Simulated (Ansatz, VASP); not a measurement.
Two plane-wave programs on CaO

Contents of INCAR:

```
SYSTEM = CaO
ALGO = Normal
EDIFF = 1E-7
EDIFFG = -0.05
ENCUT = 600
GGA = PS
GGA_COMPAT = .FALSE.
IBRION = 2
ISIF = 3
ISMEAR = 0
LASPH = .TRUE.
LCHARG = .FALSE.
LREAL = .FALSE.
LWAVE = .FALSE.
NELM = 120
NELMIN = 4
NSW = 100
PREC = Accurate
SIGMA = 0.1
```

Contents of KPOINTS:

```
k-points
0
G
  8 8 8
  0 0 0
```

File POSCAR:

```
CaO
1.0
    0.0000000000      2.4535000000      2.4535000000
    2.4535000000      0.0000000000      2.4535000000
    2.4535000000      2.4535000000      0.0000000000
Ca O
1 1
Direct
    0.0000000000      0.0000000000      0.0000000000
    0.5000000000      0.5000000000      0.5000000000
```

Input for Ansatz:

```yaml
crystal:
  lattice:
    - [0.0, 2.4535, 2.4535]
    - [2.4535, 0.0, 2.4535]
    - [2.4535, 2.4535, 0.0]
  atoms:
    - { symbol: Ca, position: [0.0, 0.0, 0.0] }
    - { symbol: O, position: [0.5, 0.5, 0.5] }
basis:
  ecutwfc: 420
kpoints:
  mp_grid: { grid: [8, 8, 8] }
hamiltonian:
  xc: pbesol
scf:
  occupations: { method: gaussian, width: 0.1 }
output:
  forces: true
  stress: true
  eigenvalues: true
relax:
  adjacent_minimum: "off"
  f_tol: 0.05
  max_steps: 80
  cell: { stress_tol: 0.5 }
```

Alike in both runs: task relaxation of cell and atoms; functional PBEsol; k mesh 8 × 8 × 8; occupations gaussian, width 0.1 eV; no spin polarisation.

|  | VASP | Ansatz |
| --- | --- | --- |
| version | VASP 6.6.1 | Ansatz 0.2.0 |
| potentials or method | VASP PAW PBE potentials, release 64 (Ca_sv, O), cutoff 600 eV | scalar-relativistic, plane waves, PAW |
| valence electrons in the cell | 16 | 16 |

|  | VASP | Ansatz | Ansatz less VASP |
| --- | --- | --- | --- |
| gap on the k mesh at the Fermi level, each at its own relaxed structure (eV) | 3.53 | 3.54 | +0.018 |
| relaxed volume (Å³/atom) | 13.60 | 13.55 | -0.057 |
| relaxed cell length with the largest relative difference (Å) | 3.376 | 3.371 | -0.0047 |

VASP's potentials were made for PBE, not for PBEsol.
